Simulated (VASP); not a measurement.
AlN, 4 atoms in the cell. It takes space group P6_3/mmc (No. 194, hexagonal). The conventional cell has a = 3.276 Å, b = 3.276 Å, c = 4.101 Å, α = 90.00°, β = 90.00°, γ = 120.00°. Al (site symmetry -6m2) has 5 N at 1.89 to 2.05 Å within 2.5 Å. N (site symmetry -6m2) has 5 Al at 1.89 to 2.05 Å within 2.5 Å. 

```yaml
Program: VASP 6.6.1
Task: single point
Functional: LDA
Potentials_or_basis: VASP PAW LDA potentials, release 64 (Al, N)
Cutoff: 600 eV
k_mesh: 9 × 9 × 6
Occupations: gaussian, width 0.02 eV
Spin: no spin polarisation
Dipole_correction: no
Further_INCAR_settings: ALGO = Normal; EDIFF = 1e-06; NBANDS = 16
```

Potentials or basis: VASP PAW LDA potentials, release 64 (Al, N).

Run with:

```bash
$ cat potpaw_LDA.64/Al/POTCAR potpaw_LDA.64/N/POTCAR > POTCAR
$ mpirun -np 1 vasp_std > vasp.out
```

Hardware: 1 thread of Intel(R) Xeon(R) Platinum 8488C (Sapphire Rapids) (shared host).

Question: Estimate the wall time of this run.

Answer: It took 16 s on 1 thread of Intel(R) Xeon(R) Platinum 8488C (Sapphire Rapids), on a shared host, peak memory 0.16 GiB. Counts: scf iterations 12, k points 48.
